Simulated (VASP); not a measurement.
A run of VASP 6.6.1:

Contents of INCAR:

```
SYSTEM = Be2Au
PREC = Accurate
ENCUT = 600
EDIFF = 1E-6
ISMEAR = 0
SIGMA = 0.1
LREAL = .False.
LASPH = .True.
NELM = 100
ALGO = Normal
ISIF = 3
LWAVE = .False.
LCHARG = .False.
GGA = PE
IBRION = 2
NSW = 100
EDIFFG = -0.01
```

File KPOINTS:

```
regular mesh
0
Gamma
  14 14 14
  0 0 0
```

POSCAR

```
Be2Au
1.0
    0.0000000000      2.7372995831      2.7372995831
    2.7372995831      0.0000000000      2.7372995831
    2.7372995831      2.7372995831      0.0000000000
Be Au
2 1
Direct
    0.2500000000      0.2500000000      0.2500000000
    0.7500000000      0.7500000000      0.7500000000
    0.0000000000      0.0000000000      0.0000000000
```

Potentials or basis: VASP PAW PBE potentials, release 64 (Be, Au).

The run is started by

```bash
$ cat potpaw_PBE.64/Be/POTCAR potpaw_PBE.64/Au/POTCAR > POTCAR
$ mpirun -np 1 vasp_std > vasp.out
```

Hardware: 1 thread of Intel(R) Xeon(R) 6975P-C (Granite Rapids), on a shared host.

Q: Estimate the wall time of this run.

A: Run time: 17 s on 1 thread of Intel(R) Xeon(R) 6975P-C (Granite Rapids), with other jobs on the host, peak memory 0.22 GiB. Counts: scf iterations 12, k points 104, ion steps 1.
